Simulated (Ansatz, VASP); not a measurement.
One calculation of TiSi5, two programs

The input INCAR:

```
SYSTEM = TiSi5
PREC = Accurate
ENCUT = 500
EDIFF = 1E-7
ISMEAR = 0
SIGMA = 0.1
LREAL = .FALSE.
LASPH = .TRUE.
NELM = 120
ALGO = Normal
ISIF = 3
LWAVE = .FALSE.
LCHARG = .FALSE.
GGA = PE
IBRION = 2
NSW = 80
EDIFFG = -0.015
GGA_COMPAT = .FALSE.
NELMIN = 4
```

The input KPOINTS:

```
Automatic mesh
0
G
  12 12 8
  0 0 0
```

Contents of POSCAR:

```
TiSi5
1.0
    2.2259146306     -3.8553972336      0.0000000000
   -4.4518292613      0.0000000000      0.0000000000
    0.0000000000      0.0000000000     -5.2922541780
Si Ti
5 1
Direct
    0.0000000000      1.0000000000      0.5000000000
    0.0000000000      1.0000000000      0.0000000000
    0.3333333333      0.6666666667      0.2500000000
    0.3333333333      0.6666666667      0.7500000000
    0.6666666667      0.3333333333      0.7500000000
    0.6666666667      0.3333333333      0.2500000000
```

Input for Ansatz:

```yaml
crystal:
  lattice:
    - [2.2259146306, -3.8553972336, 0.0]
    - [-4.4518292613, 0.0, 0.0]
    - [0.0, 0.0, -5.292254178]
  atoms:
    - { symbol: Si, position: [0.0, 1.0, 0.5] }
    - { symbol: Si, position: [0.0, 1.0, 0.0] }
    - { symbol: Si, position: [0.3333333333, 0.6666666667, 0.25] }
    - { symbol: Si, position: [0.3333333333, 0.6666666667, 0.75] }
    - { symbol: Ti, position: [0.6666666667, 0.3333333333, 0.25] }
    - { symbol: Si, position: [0.6666666667, 0.3333333333, 0.75] }
basis:
  ecutwfc: 420
kpoints:
  mp_grid: { grid: [12, 12, 8] }
hamiltonian:
  xc: pbe
scf:
  occupations: { method: gaussian, width: 0.1 }
output:
  forces: true
  stress: true
  eigenvalues: true
relax:
  adjacent_minimum: "off"
  f_tol: 0.015
  max_steps: 60
  cell: { stress_tol: 0.15 }
```

Alike in both runs: task relaxation of cell and atoms; functional PBE; k mesh 12 × 12 × 8; occupations gaussian, width 0.1 eV; no spin polarisation.

```csv
,VASP,Ansatz
version,VASP 6.6.1,Ansatz 0.2.0
potentials or method,"VASP PAW PBE potentials, release 64 (Si, Ti_sv), cutoff 500 eV","scalar-relativistic, plane waves, PAW"
valence electrons in the cell,32,32
```

|  | VASP | Ansatz | Ansatz less VASP |
| --- | --- | --- | --- |
| gap on the k mesh at the Fermi level, each at its own relaxed structure (eV) | none | none | - |
| relaxed volume (Å³/atom) | 15.01 | 14.99 | -0.015 |

A gap of «none» marks a metal or a gap that the smearing closes.
